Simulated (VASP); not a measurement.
Input of a VASP 6.6.1 run:

File INCAR:

```
PREC = Accurate ; ENCUT = 600
EDIFF = 1E-6 ; ISMEAR = 0
SIGMA = 0.2 ; LREAL = False
LASPH = True ; NELM = 200
ALGO = Normal ; ISIF = 2
LWAVE = False ; LCHARG = False
GGA = PE ; NBANDS = 19
GGA_COMPAT = False ; LMAXMIX = 6
```

Contents of KPOINTS:

```
Automatic mesh
0
Gamma
  6 6 4
```

Contents of POSCAR:

```
Ho2O
1.0
    3.6252308110      0.0000000000      0.0117361005
    0.0000000000      3.4756961480      0.0000000000
   -0.0122131592      0.0000000000      6.4197957768
Ho O
2 1
Direct
    0.5441566288      0.0000000000      0.9763314071
    1.0430803698      0.0000000000      0.4679890253
    0.0438024714      0.0000000000      0.1464656676
```

Potentials or basis: VASP PAW PBE potentials, release 64 (Ho_3, O), 4f in core.

Launch:

```sh
$ cat potpaw_PBE.64/Ho_3/POTCAR potpaw_PBE.64/O/POTCAR > POTCAR
$ mpirun -np 1 vasp_std > vasp.out
```

Estimate the band gap on the k mesh.

zero (bands 12 and 13 overlap by 1.01 eV).

Predict the pressure.

0.8 GPa.

Forces on the atoms (eV/Å):
```
Ho   0.000  0.000 -0.203
Ho   0.002  0.000  0.253
O   -0.002  0.000 -0.050
```

Caveat: spin-orbit coupling is left out, which moves the levels of the heavy elements; the 4f electrons are frozen in the core, so they carry no moment and show no levels; the run has no spin polarisation, though such a crystal can be magnetic. With open d or f shells a metallic result of PBE can be an artefact of self-interaction; +U or a hybrid may open a gap.
